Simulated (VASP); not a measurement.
# Ni (Fm-3m) in VASP: notebook, part 3 of 3

VASP 6.6.1.

### 6 Single point, BLYP, collinear spin, ferromagnetic start

This run uses another cell than the first one: it holds 1 atom, not 2.

INCAR reads:

```
AGGAC    = 1.0          
AGGAX    = 1.0          
ALDAC    = 0.0          
ALDAX    = 1.0          
ALGO     = Normal         # electronic algorithm
EDIFF    = 1E-7           # SCF threshold, eV
ENCUT    = 520            # plane-wave cutoff, eV
GGA      = B5             # functional
ISIF     = 2              # what is computed and relaxed
ISMEAR   = -1             # smearing method
ISPIN    = 2              # spin polarisation
LASPH    = True           # aspherical terms in the spheres
LCHARG   = False          # write CHGCAR
LMAXMIX  = 4              # l up to which the mixer works
LORBIT   = 11             # projections on sites
LREAL    = False          # projectors in reciprocal space
LWAVE    = False          # write WAVECAR
MAGMOM   = 0.8            # initial moments
NBANDS   = 15             # bands
NELM     = 150            # most SCF steps
PREC     = Accurate       # precision mode
SIGMA    = 0.05           # smearing width, eV
```

KPOINTS reads:

```
k-points
0
Gamma
  15 15 15
```

POSCAR reads:

```
Ni
1.0
    0.0000000000      1.7886813534      1.7886813534
    1.7886813534      0.0000000000      1.7886813534
    1.7886813534      1.7886813534      0.0000000000
Ni
1
Direct
    0.0000000000      0.0000000000      0.0000000000
```

Potentials or basis: VASP PAW PBE potentials, release 64 (Ni).

The run is started by

```sh
$ cat potpaw_PBE.64/Ni/POTCAR > POTCAR
$ mpirun -np 1 vasp_std > vasp.out
```

OUTCAR:

```text
EDIFF = 1E-7
   ENCUT = 520
   GGA = B5
   ISIF = 2
   ISMEAR = -1
   ISPIN = 2
   LASPH = True
   LORBIT = 11
   LREAL = False
   NELM = 150
   PREC = Accurate

 ion  position               nearest neighbor table
   1  0.000  0.000  0.000-

  LATTYP: Found a face centered cubic cell.
 ALAT       =     3.5773627068

  Lattice vectors:

 A1 = (   0.0000000000,   1.7886813534,   1.7886813534)
 A2 = (   1.7886813534,   0.0000000000,   1.7886813534)
 A3 = (   1.7886813534,   1.7886813534,   0.0000000000)

Analysis of symmetry for initial positions (statically):
=====================================================================
 Subroutine PRICEL returns:
 Original cell was already a primitive cell.

 Routine SETGRP: Setting up the symmetry group for a
 face centered cubic supercell.

 Subroutine GETGRP returns: Found 48 space group operations
 (whereof 48 operations were pure point group operations)
 out of a pool of 48 trial point group operations.

The static configuration has the point symmetry O_h .

Analysis of symmetry for dynamics (positions and initial velocities):
[... 622 lines left out ...]
      4       7.5628      1.00000
      5       8.4647      1.00000
      6       8.4647      1.00000
      7      32.6550      0.00000
      8      35.9557      0.00000
      9      35.9557      0.00000
     10      35.9557      0.00000
     11      38.9612      0.00000
     12      38.9612      0.00000
     13      38.9612      0.00000
     14      42.2859      0.00000
[... 403 lines left out ...]
      4       7.9241      1.00000
      5       8.1683      1.00000
      6       8.6432      0.99993
      7      28.4589      0.00000
      8      30.7881      0.00000
      9      31.5755      0.00000
     10      33.7299      0.00000
     11      37.2567      0.00000
     12      42.3184      0.00000
     13      44.0253      0.00000
     14      44.6009      0.00000
     15      48.7384      0.00000

 [... further k-points ...]
[... 5 lines left out ...]
  --------------------------------------------------------------------------------------
  -------------------------------------------------------------------------------------
  Total        0.0116223      0.0116223      0.0116223     -0.0000000      0.0000000      0.0000000
  in kB        1.6269520      1.6269520      1.6269520     -0.0000000      0.0000000      0.0000000
  external PRESSURE =       1.6269520 kB  Pullay stress =       0.0000000 kB

 VOLUME and BASIS-vectors are now :
 -----------------------------------------------------------------------------
  energy-cutoff  :      520.00
  volume of cell :       11.45
      direct lattice vectors                 reciprocal lattice vectors
     0.000000000  1.788681353  1.788681353    -0.279535536  0.279535536  0.279535536
     1.788681353  0.000000000  1.788681353     0.279535536 -0.279535536  0.279535536
     1.788681353  1.788681353  0.000000000     0.279535536  0.279535536 -0.279535536

 POSITION                                       TOTAL-FORCE (eV/Angst)
 -----------------------------------------------------------------------------------
      0.00000      0.00000      0.00000        -0.000000     -0.000000      0.000000
 -----------------------------------------------------------------------------------
    total drift:                                0.000000      0.000000      0.000000

  FREE ENERGIE OF THE ION-ELECTRON SYSTEM (eV)
  ---------------------------------------------------
  free  energy   TOTEN  =        -4.6158260691 eV

  energy  without entropy=       -4.6014842304  energy(sigma->0) =       -4.60865515

 total charge

# of ion       s       p       d       tot
------------------------------------------
    1        0.481   0.442   8.347   9.270

 magnetization (x)

# of ion       s       p       d       tot
------------------------------------------
    1       -0.006  -0.023   0.672   0.642
```

OSZICAR:

```text
N       E                     dE             d eps       ncg     rms          rms(c)
DAV:   1     0.345758168964E+02    0.34576E+02   -0.42034E+03  7556   0.845E+02
DAV:   2    -0.397056902236E+01   -0.38546E+02   -0.35811E+02  8075   0.162E+02
DAV:   3    -0.549863034346E+01   -0.15281E+01   -0.15175E+01  8964   0.319E+01
DAV:   4    -0.550818006708E+01   -0.95497E-02   -0.95483E-02  8766   0.238E+00
DAV:   5    -0.550831131717E+01   -0.13125E-03   -0.13125E-03  9041   0.248E-01    0.889E+00
DAV:   6    -0.497700010042E+01    0.53131E+00   -0.12760E+01 10365   0.386E+01    0.579E+00
DAV:   7    -0.462964753167E+01    0.34735E+00   -0.23658E+00  9680   0.152E+01    0.161E+00
DAV:   8    -0.461870209933E+01    0.10945E-01   -0.16150E-02  8510   0.801E-01    0.828E-01
DAV:   9    -0.461629917897E+01    0.24029E-02   -0.18686E-03 11541   0.266E-01    0.231E-01
DAV:  10    -0.461583181827E+01    0.46736E-03   -0.58930E-04 11520   0.142E-01    0.318E-02
DAV:  11    -0.461582442033E+01    0.73979E-05   -0.37723E-05 10764   0.402E-02    0.309E-02
DAV:  12    -0.461582597100E+01   -0.15507E-05   -0.10124E-06  9344   0.904E-03    0.957E-03
DAV:  13    -0.461582606915E+01   -0.98153E-07   -0.41396E-07  9615   0.694E-03
   1 F= -.46158261E+01 E0= -.46086551E+01  d E =-.143418E-01  mag=     0.6293
```

Wall time 53 s (1 thread of Intel Xeon Platinum 8259CL at 2.50GHz (Skylake/Cascade Lake), shared host); peak memory 0.15 GiB.

Results:

```
Free energy                                           : -4.6158 eV
Pressure                                              : 0.2 GPa
Net moment                                            : 0.63 μB per cell
Site moments                                          : Ni +0.64 μB
Valence electrons inside the program's atomic spheres : Ni 9.27
```

Levels at points of the mesh, in eV from the Fermi level:
Spin up:
| k point | band 1 | band 2 | band 3 | band 4 | band 5 | band 6 | band 7 | band 8 | band 9 | band 10 |
| --- | --- | --- | --- | --- | --- | --- | --- | --- | --- | --- |
| (0.00, 0.00, 0.00) | -8.51 | -2.30 | -2.30 | -2.30 | -1.21 | -1.21 | 23.67 | 26.82 | 26.82 | 26.82 |
Spin down:
| k point | band 1 | band 2 | band 3 | band 4 | band 5 | band 6 | band 7 | band 8 | band 9 | band 10 |
| --- | --- | --- | --- | --- | --- | --- | --- | --- | --- | --- |
| (0.00, 0.00, 0.00) | -8.52 | -1.56 | -1.56 | -1.56 | -0.65 | -0.65 | 23.54 | 26.84 | 26.84 | 26.84 |

Caveat: the PAW data sets were made with another functional, which shifts forces and pressure a little.

### 7 The runs side by side

```tsv
task	spin	cell	k mesh	cutoff (eV)	smearing	gap on the mesh (eV)	pressure (GPa)	moment (μB)	relaxed volume (Å³/atom)
relaxation of cell and atoms	collinear, antiferromagnetic start	relaxed from a = 2.492, b = 2.492, c = 3.524 Å, 2 atoms, atomic positions A	13 × 13 × 9	600	fermi-dirac 0.05 eV	none	0.0	0.00	11.39
single point	off	a = 2.527 Å, angles 60.0°, 1 atom, atomic positions B	15 × 15 × 15	520	fermi-dirac 0.1 eV	none	0.3	-	-
relaxation of cell and atoms	off	relaxed from a = 2.492 Å, angles 60.0°, 1 atom, atomic positions B	15 × 15 × 15	600	fermi-dirac 0.1 eV	none	0.0	-	11.42
single point	off	a = 2.527 Å, angles 60.0°, 1 atom, atomic positions B	25 × 25 × 25	520	fermi-dirac 0.1 eV	none	0.3	-	-
single point	collinear, ferromagnetic start	a = 2.530 Å, angles 60.0°, 1 atom, atomic positions B	15 × 15 × 15	520	fermi-dirac 0.05 eV	none	0.2	0.63	-
```

Alike in all rows: level BLYP; potentials or basis VASP PAW PBE potentials, release 64 (Ni).

Caveats: the PAW data sets were made with another functional, which shifts forces and pressure a little.

Total energies depend on the potentials used, so only differences within one code and one set of settings carry meaning.
